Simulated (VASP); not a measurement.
# TaAl3N4 (Pm-3m) in VASP: further runs

Runs on TaAl3N4. Level: PBE. Tasks: single point.

All numbers are computed with VASP 6.6.1; they aren't measurements. Logs are shortened: lines on timing, memory, paths and dates and some standing lists are left out, and cuts for length are marked.

## Step 1: The cell of the first run

Symmetry: Pm-3m, No. 221, cubic system. Conventional cell: a = 4.714 Å, b = 4.714 Å, c = 4.714 Å, α = 90.00°, β = 90.00°, γ = 90.00°. Ta (site symmetry m-3m) has 6 N at 2.36 Å within 3.1 Å. Al (site symmetry 4/mmm) has 6 N at 2.36 Å within 3.1 Å. N (site symmetry 4/mmm) has 2 Ta at 2.36 Å and 4 Al at 2.36 Å within 3.1 Å. Within 3.1 Å of N (site symmetry m-3m) lie 6 Al at 2.36 Å.

## Step 2: Single point, PBE

The input, INCAR:

```
SYSTEM = TaAl3N4
PREC = Accurate ; ENCUT = 520
EDIFF = 1E-6 ; ISMEAR = 0
SIGMA = 0.1 ; LREAL = .False.
LASPH = .True. ; NELM = 60
ALGO = Normal ; ISIF = 2
LWAVE = .False. ; LCHARG = .False.
GGA = PE ; NBANDS = 30
```

The input, KPOINTS:

```
regular mesh
0
Gamma
  4 4 4
  0 0 0
```

The input, POSCAR:

```
TaAl3N4
1.0
    4.7140467400      0.0000000000      0.0000000000
    0.0000000000      4.7140467400      0.0000000000
    0.0000000000      0.0000000000      4.7140467400
Ta Al N
1 3 4
Direct
    0.5000000000      0.5000000000      0.5000000000
    0.0000000000      0.5000000000      0.0000000000
    0.0000000000      0.0000000000      0.5000000000
    0.5000000000      0.0000000000      0.0000000000
    0.5000000000      0.0000000000      0.5000000000
    0.0000000000      0.0000000000      0.0000000000
    0.5000000000      0.5000000000      0.0000000000
    0.0000000000      0.5000000000      0.5000000000
```

Potentials or basis: VASP PAW PBE potentials, release 64 (Ta_pv, Al, N).

Command:

```console
$ cat potpaw_PBE.64/Ta_pv/POTCAR potpaw_PBE.64/Al/POTCAR potpaw_PBE.64/N/POTCAR > POTCAR
$ mpirun -np 1 vasp_std > vasp.out
```

OUTCAR:

```text
SYSTEM = TaAl3N4
   PREC = Accurate
   ENCUT = 520
   EDIFF = 1E-6
   ISMEAR = 0
   LREAL = .False.
   LASPH = .True.
   NELM = 60
   ISIF = 2
   GGA = PE

 ion  position               nearest neighbor table
   1  0.500  0.500  0.500-   5 2.36   7 2.36   8 2.36   7 2.36   5 2.36   8 2.36   2 3.33   4 3.33
                             2 3.33   3 3.33   4 3.33   3 3.33   4 3.33   2 3.33   3 3.33   4 3.33
   2  0.000  0.500  0.000-   6 2.36   7 2.36   8 2.36   8 2.36   6 2.36   7 2.36   1 3.33   3 3.33
                             1 3.33   3 3.33   4 3.33   3 3.33   3 3.33   1 3.33   4 3.33   4 3.33
   3  0.000  0.000  0.500-   5 2.36   6 2.36   8 2.36   6 2.36   8 2.36   5 2.36   2 3.33   4 3.33
                             1 3.33   1 3.33   2 3.33   2 3.33   2 3.33   1 3.33   4 3.33   4 3.33
   4  0.500  0.000  0.000-   5 2.36   6 2.36   7 2.36   5 2.36   7 2.36   6 2.36   1 3.33   3 3.33
                             1 3.33   1 3.33   2 3.33   2 3.33   1 3.33   2 3.33   3 3.33   3 3.33
   5  0.500  0.000  0.500-   1 2.36   3 2.36   4 2.36   4 2.36   1 2.36   3 2.36
   6  0.000  0.000  0.000-   2 2.36   3 2.36   4 2.36   3 2.36   2 2.36   4 2.36
   7  0.500  0.500  0.000-   1 2.36   2 2.36   4 2.36   1 2.36   4 2.36   2 2.36
   8  0.000  0.500  0.500-   1 2.36   2 2.36   3 2.36   2 2.36   3 2.36   1 2.36

  LATTYP: Found a simple cubic cell.
 ALAT       =     4.7140467400

  Lattice vectors:

 A1 = (   4.7140467400,   0.0000000000,   0.0000000000)
 A2 = (   0.0000000000,   4.7140467400,   0.0000000000)
 A3 = (   0.0000000000,   0.0000000000,   4.7140467400)

Analysis of symmetry for initial positions (statically):
=====================================================================
 Subroutine PRICEL returns:
 Original cell was already a primitive cell.

 Routine SETGRP: Setting up the symmetry group for a
 simple cubic supercell.

 Subroutine GETGRP returns: Found 48 space group operations
 (whereof 48 operations were pure point group operations)
 out of a pool of 48 trial point group operations.

The static configuration has the point symmetry O_h .

Analysis of symmetry for dynamics (positions and initial velocities):
=====================================================================
 Subroutine PRICEL returns:
 Original cell was already a primitive cell.

 Routine SETGRP: Setting up the symmetry group for a
 simple cubic supercell.

 Subroutine GETGRP returns: Found 48 space group operations
 (whereof 48 operations were pure point group operations)
 out of a pool of 48 trial point group operations.

The dynamic configuration has the point symmetry O_h .

 Subroutine INISYM returns: Found 48 space group operations
 (whereof 48 operations are pure point group operations),
 and found     1 'primitive' translations

----------------------------------------------------------------------------------------

                                     Primitive cell

  volume of cell :     104.7567

  direct lattice vectors                    reciprocal lattice vectors
     4.714046740  0.000000000  0.000000000     0.212131965  0.000000000  0.000000000
     0.000000000  4.714046740  0.000000000     0.000000000  0.212131965  0.000000000
     0.000000000  0.000000000  4.714046740     0.000000000  0.000000000  0.212131965

  length of vectors
     4.714046740  4.714046740  4.714046740     0.212131965  0.212131965  0.212131965

  position of ions in fractional coordinates (direct lattice)
     0.500000000  0.500000000  0.500000000
     0.000000000  0.500000000  0.000000000
     0.000000000  0.000000000  0.500000000
     0.500000000  0.000000000  0.000000000
     0.500000000  0.000000000  0.500000000
     0.000000000  0.000000000  0.000000000
     0.500000000  0.500000000  0.000000000
     0.000000000  0.500000000  0.500000000

  ion indices of the primitive-cell ions
   primitive index   ion index
                 1           1
                 2           2
                 3           3
                 4           4
                 5           5
                 6           6
                 7           7
                 8           8

----------------------------------------------------------------------------------------

 KPOINTS: regular mesh

Automatic generation of k-mesh.
 Grid dimensions read from file:
 generate k-points for:    4    4    4

 Generating k-lattice:

  Cartesian coordinates                     Fractional coordinates (reciprocal lattice)
     0.053032991  0.000000000  0.000000000     0.250000000  0.000000000  0.000000000
     0.000000000  0.053032991  0.000000000     0.000000000  0.250000000  0.000000000
     0.000000000  0.000000000  0.053032991     0.000000000  0.000000000  0.250000000

  Length of vectors
     0.053032991  0.053032991  0.053032991

  Shift w.r.t. Gamma in fractional coordinates (k-lattice)
     0.000000000  0.000000000  0.000000000

 Subroutine IBZKPT returns following result:
 ===========================================

 Found     10 irreducible k-points:

 Following reciprocal coordinates:
            Coordinates               Weight
  0.000000  0.000000  0.000000      1.000000
  0.250000  0.000000  0.000000      6.000000
  0.500000  0.000000  0.000000      3.000000
  0.250000  0.250000  0.000000     12.000000
  0.500000  0.250000  0.000000     12.000000
  0.500000  0.500000  0.000000      3.000000
  0.250000  0.250000  0.250000      8.000000
  0.500000  0.250000  0.250000     12.000000
  0.500000  0.500000  0.250000      6.000000
  0.500000  0.500000  0.500000      1.000000
   k-points           NKPTS =     10   k-points in BZ     NKDIM =     10   number of bands    NBANDS=     30
   number of dos      NEDOS =    301   number of ions     NIONS =      8
   total plane-waves  NPLWV =  46656
   dimension x,y,z NGX =    36 NGY =   36 NGZ =   36
   dimension x,y,z NGXF=    72 NGYF=   72 NGZF=   72
   ions per type =               1   3   4
   NGX,Y,Z   is equivalent  to a cutoff of  12.70, 12.70, 12.70 a.u.
   NGXF,Y,Z  is equivalent  to a cutoff of  25.39, 25.39, 25.39 a.u.
 SYSTEM =  TaAl3N4
   PREC   = accura    normal or accurate (medium, high low for compatibility)
   ISTART =      0    job   : 0-new  1-cont  2-samecut
   ICHARG =      2    charge: 1-file 2-atom 10-const
   ISPIN  =      1    spin polarized calculation?
   LNONCOLLINEAR =      F non collinear calculations
   LSORBIT =      F    spin-orbit coupling
   LASPH  =      T    aspherical Exc in radial PAW
   ENCUT  =  520.0 eV  38.22 Ry    6.18 a.u.   8.77  8.77  8.77*2*pi/ulx,y,z
   NELM   =     60;   NELMIN=  2; NELMDL= -5     # of ELM steps
   EDIFF  = 0.1E-05   stopping-criterion for ELM
   LREAL  =      F    real-space projection
   EDIFFG = 0.1E-04   stopping-criterion for IOM
   NSW    =      0    number of steps for IOM
[... 5 lines left out ...]
   TEBEG  =    0.0;   TEEND  =   0.0 temperature during run
   PSTRESS=    0.0 pullay stress
   NELECT =      40.0000    total number of electrons
   NUPDOWN=      -1.0000    fix difference up-down
   EMIN   =  10.00;   EMAX   =-10.00  energy-range for DOS
   EFERMI =   0.00;   METHOD = LEGACY
   ISMEAR =     0;   SIGMA  =   0.10  broadening in eV -4-tet -1-fermi 0-gaus
   EFERMI_NEDOS =   21; number of points for ismear=-14 and -15
   IALGO  =     38    algorithm
   IMIX   =      4    mixing-type and parameters
     AMIX     =   0.40;   BMIX     =  1.00
     AMIX_MAG =   1.60;   BMIX_MAG =  1.00
  volume/ion in A,a.u.               =      13.09        88.37
  Fermi-wavevector in a.u.,A,eV,Ry     =   1.187684  2.244398 19.192290  1.410594
  Thomas-Fermi vector in A             =   2.323830
   LORBIT       =      0    0 simple, 1 ext, 2 COOP (PROOUT), +10 PAW based schemes
   GGA     = PE    functional components
   LHFCALC =     F    Hartree Fock is set to
   AEXX    =    0.0000 exact exchange contribution
   IVDW    =     0    specifies the selected vdW correction
   LEPSILON=     F    determine dielectric tensor
   LRPA    =     F    only Hartree local field effects (RPA)
 non-spin polarized calculation
 Gauss-broadening in eV      SIGMA  =   0.10
  energy-cutoff  :      520.00
  volume of cell :      104.76
 maximum number of plane-waves:      2872
 NGX is ok and might be reduce to    36
   NGX = 17   NGY = 17   NGZ = 17

 number of electron      39.9999994 magnetization

 Free energy of the ion-electron system (eV)
  ---------------------------------------------------
  ext. energy  EPLUGINS =         0.00000000
  ---------------------------------------------------
  free energy    TOTEN  =       -58.16550240 eV

  energy without entropy =      -58.11133814  energy(sigma->0) =      -58.13842027

 E-fermi :   7.0899     XC(G=0): -10.8246

 val. band max:        7.0453338052   @ k =   0.2500   0.2500   0.0000
 cond. band min:       7.1306077457   @ k =   0.2500   0.2500   0.0000
 fundamental gap:      0.0852739405
 Fermi energy:         7.0898787140

 k-point     1 :       0.0000    0.0000    0.0000
  band No.  band energies     occupation
      1     -29.1391      2.00000
      2     -29.1391      2.00000
      3     -29.1391      2.00000
      4      -9.3602      2.00000
      5      -7.7294      2.00000
      6      -7.7294      2.00000
[... 22 lines left out ...]
     29      12.8016      0.00000
     30      12.8016      0.00000

 k-point     2 :       0.2500    0.0000    0.0000
  band No.  band energies     occupation
      1     -29.1426      2.00000
      2     -29.1389      2.00000
      3     -29.1389      2.00000
      4      -9.1009      2.00000
      5      -7.8410      2.00000
      6      -7.7006      2.00000
[... 22 lines left out ...]
     29      12.4057      0.00000
     30      13.0113      0.00000

 k-point     3 :       0.5000    0.0000    0.0000
  band No.  band energies     occupation
      1     -29.1461      2.00000
      2     -29.1388      2.00000
      3     -29.1388      2.00000
      4      -8.5860      2.00000
      5      -8.3030      2.00000
      6      -7.6711      2.00000
[... 220 lines left out ...]
     29      11.1264      0.00000
     30      11.4896      0.00000

 k-point    10 :       0.5000    0.5000    0.5000
  band No.  band energies     occupation
      1     -29.1452      2.00000
      2     -29.1452      2.00000
      3     -29.1452      2.00000
      4      -7.6587      2.00000
      5      -7.6587      2.00000
      6      -7.6587      2.00000
[... 22 lines left out ...]
     29      12.0565      0.00000
     30      12.4083      0.00000

------------------------ aborting loop because EDIFF is reached ----------------------------------------

  FORCE on cell =-STRESS in cart. coord.  units (eV):
  Direction    XX          YY          ZZ          XY          YZ          ZX
  --------------------------------------------------------------------------------------
  -------------------------------------------------------------------------------------
  Total      -25.6234345    -25.6234345    -25.6234345     -0.0000000      0.0000000     -0.0000000
  in kB     -391.8918845   -391.8918845   -391.8918845     -0.0000000      0.0000000     -0.0000000
  external PRESSURE =    -391.8918845 kB  Pullay stress =       0.0000000 kB

 VOLUME and BASIS-vectors are now :
 -----------------------------------------------------------------------------
  energy-cutoff  :      520.00
  volume of cell :      104.76
      direct lattice vectors                 reciprocal lattice vectors
     4.714046740  0.000000000  0.000000000     0.212131965  0.000000000  0.000000000
     0.000000000  4.714046740  0.000000000     0.000000000  0.212131965  0.000000000
     0.000000000  0.000000000  4.714046740     0.000000000  0.000000000  0.212131965

 POSITION                                       TOTAL-FORCE (eV/Angst)
 -----------------------------------------------------------------------------------
      2.35702      2.35702      2.35702         0.000000      0.000000      0.000000
      0.00000      2.35702      0.00000         0.000000      0.000000      0.000000
      0.00000      0.00000      2.35702         0.000000      0.000000      0.000000
      2.35702      0.00000      0.00000         0.000000      0.000000      0.000000
      2.35702      0.00000      2.35702         0.000000      0.000000      0.000000
      0.00000      0.00000      0.00000         0.000000      0.000000      0.000000
      2.35702      2.35702      0.00000         0.000000      0.000000      0.000000
      0.00000      2.35702      2.35702         0.000000      0.000000      0.000000
 -----------------------------------------------------------------------------------
    total drift:                                0.000000      0.000000      0.000000

  FREE ENERGIE OF THE ION-ELECTRON SYSTEM (eV)
  ---------------------------------------------------
  free  energy   TOTEN  =       -58.1655024044 eV

  energy  without entropy=      -58.1113381379  energy(sigma->0) =      -58.13842027
```

Run time: 87 s. Hardware: 1 thread of Intel Xeon 8259CL, shared host; peak memory 0.22 GiB.

What came out:

| Quantity | Value |
| --- | --- |
| Free energy | -58.1655 eV |
| Pressure | -39.2 GPa |
| Band gap on the k mesh | zero (bands 20 and 21 overlap by 2.54 eV) |

Caveat: the cell stands under tension; spin-orbit coupling is left out, which moves the levels of the heavy elements.

## Step 3: Single point, PBE

This run uses another cell than the first one, of 9.38 Å³/atom.

The input, INCAR:

```
PREC     = Accurate       # precision mode
ENCUT    = 520            # plane-wave cutoff, eV
EDIFF    = 1E-7           # SCF threshold, eV
ISMEAR   = 0              # smearing method
SIGMA    = 0.2            # smearing width, eV
LREAL    = F              # projectors in reciprocal space
LASPH    = T              # aspherical terms in the spheres
NELM     = 100            # most SCF steps
ALGO     = Normal         # electronic algorithm
ISIF     = 2              # what is computed and relaxed
LWAVE    = F              # write WAVECAR
LCHARG   = F              # write CHGCAR
GGA      = PE             # functional
NBANDS   = 30             # bands
```

The input, KPOINTS:

```
regular mesh
0
Gamma
  6 6 6
```

POSCAR, as its differences from that of step 2:

```diff
@@ -2,5 +2,5 @@
 1.0
-    4.7140467400      0.0000000000      0.0000000000
-    0.0000000000      4.7140467400      0.0000000000
-    0.0000000000      0.0000000000      4.7140467400
+    4.2181691450      0.0000000000      0.0000000000
+    0.0000000000      4.2181691450      0.0000000000
+    0.0000000000      0.0000000000      4.2181691450
 Ta Al N
```

Potentials or basis: VASP PAW PBE potentials, release 64 (Ta_pv, Al, N).

Command:

```console
$ cat potpaw_PBE.64/Ta_pv/POTCAR potpaw_PBE.64/Al/POTCAR potpaw_PBE.64/N/POTCAR > POTCAR
$ mpirun -np 1 vasp_std > vasp.out
```

OUTCAR:

```text
PREC = Accurate
   ENCUT = 520
   EDIFF = 1E-7
   ISMEAR = 0
   LREAL = F
   LASPH = T
   NELM = 100
   ISIF = 2
   GGA = PE

 ion  position               nearest neighbor table
   1  0.500  0.500  0.500-   5 2.11   7 2.11   8 2.11   7 2.11   5 2.11   8 2.11   2 2.98   4 2.98
                             2 2.98   3 2.98   4 2.98   3 2.98   4 2.98   2 2.98   3 2.98   4 2.98
   2  0.000  0.500  0.000-   6 2.11   7 2.11   8 2.11   8 2.11   6 2.11   7 2.11   1 2.98   3 2.98
                             1 2.98   3 2.98   4 2.98   3 2.98   3 2.98   1 2.98   4 2.98   4 2.98
   3  0.000  0.000  0.500-   5 2.11   6 2.11   8 2.11   6 2.11   8 2.11   5 2.11   2 2.98   4 2.98
                             1 2.98   1 2.98   2 2.98   2 2.98   2 2.98   1 2.98   4 2.98   4 2.98
   4  0.500  0.000  0.000-   5 2.11   6 2.11   7 2.11   5 2.11   7 2.11   6 2.11   1 2.98   3 2.98
                             1 2.98   1 2.98   2 2.98   2 2.98   1 2.98   2 2.98   3 2.98   3 2.98
   5  0.500  0.000  0.500-   1 2.11   3 2.11   4 2.11   4 2.11   1 2.11   3 2.11
   6  0.000  0.000  0.000-   2 2.11   3 2.11   4 2.11   3 2.11   2 2.11   4 2.11
   7  0.500  0.500  0.000-   1 2.11   2 2.11   4 2.11   1 2.11   4 2.11   2 2.11
   8  0.000  0.500  0.500-   1 2.11   2 2.11   3 2.11   2 2.11   3 2.11   1 2.11

  LATTYP: Found a simple cubic cell.
 ALAT       =     4.2181691450

[... 201 lines left out ...]
      5      -5.6690      2.00000
      6      -5.6690      2.00000
[... 649 lines left out ...]
     29      17.6633      0.00000
     30      18.0986      0.00000

------------------------ aborting loop because EDIFF is reached ----------------------------------------

  FORCE on cell =-STRESS in cart. coord.  units (eV):
  Direction    XX          YY          ZZ          XY          YZ          ZX
  --------------------------------------------------------------------------------------
  -------------------------------------------------------------------------------------
  Total        0.3417682      0.3417682      0.3417682      0.0000000      0.0000000     -0.0000000
  in kB        7.2957561      7.2957561      7.2957561      0.0000000      0.0000000     -0.0000000
  external PRESSURE =       7.2957561 kB  Pullay stress =       0.0000000 kB

 VOLUME and BASIS-vectors are now :
 -----------------------------------------------------------------------------
  energy-cutoff  :      520.00
  volume of cell :       75.05
      direct lattice vectors                 reciprocal lattice vectors
     4.218169145  0.000000000  0.000000000     0.237069678  0.000000000  0.000000000
     0.000000000  4.218169145  0.000000000     0.000000000  0.237069678  0.000000000
     0.000000000  0.000000000  4.218169145     0.000000000  0.000000000  0.237069678

 POSITION                                       TOTAL-FORCE (eV/Angst)
 -----------------------------------------------------------------------------------
      2.10908      2.10908      2.10908         0.000000      0.000000      0.000000
      0.00000      2.10908      0.00000         0.000000      0.000000      0.000000
      0.00000      0.00000      2.10908         0.000000      0.000000      0.000000
      2.10908      0.00000      0.00000         0.000000      0.000000      0.000000
      2.10908      0.00000      2.10908         0.000000      0.000000      0.000000
      0.00000      0.00000      0.00000         0.000000      0.000000      0.000000
      2.10908      2.10908      0.00000         0.000000      0.000000      0.000000
      0.00000      2.10908      2.10908         0.000000      0.000000      0.000000
 -----------------------------------------------------------------------------------
    total drift:                                0.000000     -0.000000     -0.000000

  FREE ENERGIE OF THE ION-ELECTRON SYSTEM (eV)
  ---------------------------------------------------
  free  energy   TOTEN  =       -63.2680419042 eV

  energy  without entropy=      -63.2063470478  energy(sigma->0) =      -63.23719448
```

It took 1.8 min on 1 thread of Intel Xeon 8259CL, shared host; peak memory 0.19 GiB.

Results:

```
Free energy            : -63.2680 eV
Pressure               : 0.7 GPa
Band gap on the k mesh : zero (bands 20 and 21 overlap by 4.14 eV)
```

Caveat: spin-orbit coupling is left out, which moves the levels of the heavy elements.

The gap in the log of VASP goes by the Fermi energy; the results here count the filled bands.